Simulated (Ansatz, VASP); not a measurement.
# Ba in VASP and in Ansatz

INCAR

```
SYSTEM = Ba
PREC = Accurate ; ENCUT = 520
EDIFF = 1E-6 ; ISMEAR = 1
SIGMA = 0.3 ; LREAL = .False.
LASPH = .True. ; NELM = 80
ALGO = Normal ; ISIF = 2
LWAVE = .False. ; LCHARG = .False.
GGA = PE ; NBANDS = 11
```

File KPOINTS:

```
regular mesh
0
Gamma
  9 9 9
  0 0 0
```

POSCAR

```
Ba
1.0
   -2.5124914082      2.5124914082      2.5124914082
    2.5124914082     -2.5124914082      2.5124914082
    2.5124914082      2.5124914082     -2.5124914082
Ba
1
Direct
    0.0000000000      0.0000000000      0.0000000000
```

Input for Ansatz:

```yaml
crystal:
  lattice:
    - [-2.5124914082, 2.5124914082, 2.5124914082]
    - [2.5124914082, -2.5124914082, 2.5124914082]
    - [2.5124914082, 2.5124914082, -2.5124914082]
  atoms:
    - { symbol: Ba, position: [0.0, 0.0, 0.0] }
hamiltonian:
  xc: pbe
  pseudopotentials:
    kind: paw
    azcp:
      Ba: "pseudopotentials/Ba.paw.azcp"
basis:
  ecutwfc: 420
  fft_grid_basis: typed
kpoints:
  mp_grid: { grid: [9, 9, 9], shift: [0, 0, 0] }
magnetization:
  spin_polarized: false
scf:
  occupations: { method: cold, width: 0.3 }
  lower_state_search: "off"
output:
  stress: true
  write_density: true
  write_potential: true
  elf: true
  volumetric_format: npy
```

Alike in both runs: task single point; functional PBE; k mesh 9 × 9 × 9; no spin polarisation.

```csv
,VASP,Ansatz
version,VASP 6.6.1,Ansatz 0.2.0
potentials or method,"VASP PAW PBE potentials, release 64 (Ba_sv), cutoff 520 eV","plane waves (420 eV) with PAW, scalar-relativistic"
occupations,"methfessel-paxton of order 1, width 0.3 eV","cold, width 0.3 eV"
valence electrons in the cell,10,10
```

```csv
,VASP,Ansatz,Ansatz less VASP
pressure (GPa),0.0,0.0,-0.02
```

Spin-orbit coupling is off throughout.
